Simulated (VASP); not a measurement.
A run of VASP 6.6.1:

File INCAR:

```
SYSTEM = Al5Cu
PREC     = Accurate       ! precision mode
ENCUT    = 600            ! plane-wave cutoff, eV
EDIFF    = 1E-6           ! SCF threshold, eV
ISMEAR   = 0              ! smearing method
SIGMA    = 0.1            ! smearing width, eV
LREAL    = .False.        ! projectors in reciprocal space
LASPH    = .True.         ! aspherical terms in the spheres
NELM     = 80             ! most SCF steps
ALGO     = Normal         ! electronic algorithm
ISIF     = 3              ! what is computed and relaxed
LWAVE    = .False.        ! write WAVECAR
LCHARG   = .False.        ! write CHGCAR
GGA      = PE             ! functional
IBRION   = 2              ! ionic algorithm
NSW      = 90             ! ionic steps
EDIFFG   = -0.04          ! ionic threshold
```

KPOINTS

```
Automatic mesh
0
Gamma
  6 6 2
  0 0 0
```

Contents of POSCAR:

```
Al5Cu
1.0
    2.7841488900      0.0000000000      0.0000000000
   -1.3920744400      2.4111436600      0.0000000000
    0.0000000000      0.0000000000     13.5376180000
Al Cu
5 1
Direct
    0.3333333300      0.6666666700      0.8333333300
    0.3333333300      0.6666666700      0.1666666700
    0.6666666700      0.3333333300      0.0000000000
    0.6666666700      0.3333333300      0.3333333300
    0.6666666700      0.3333333300      0.6666666700
    0.3333333300      0.6666666700      0.5000000000
```

Potentials or basis: VASP PAW PBE potentials, release 64 (Al, Cu).

Run with:

```sh
$ cat potpaw_PBE.64/Al/POTCAR potpaw_PBE.64/Cu/POTCAR > POTCAR
$ mpirun -np 1 vasp_std > vasp.out
```

Hardware: 1 thread of Intel Xeon 8259CL, on a shared host.

Estimate the wall time of this run.

Wall time 6 min on 1 thread of Intel Xeon 8259CL (shared host), peak memory 0.26 GiB. Counts: scf iterations 100, k points 14, ion steps 11.
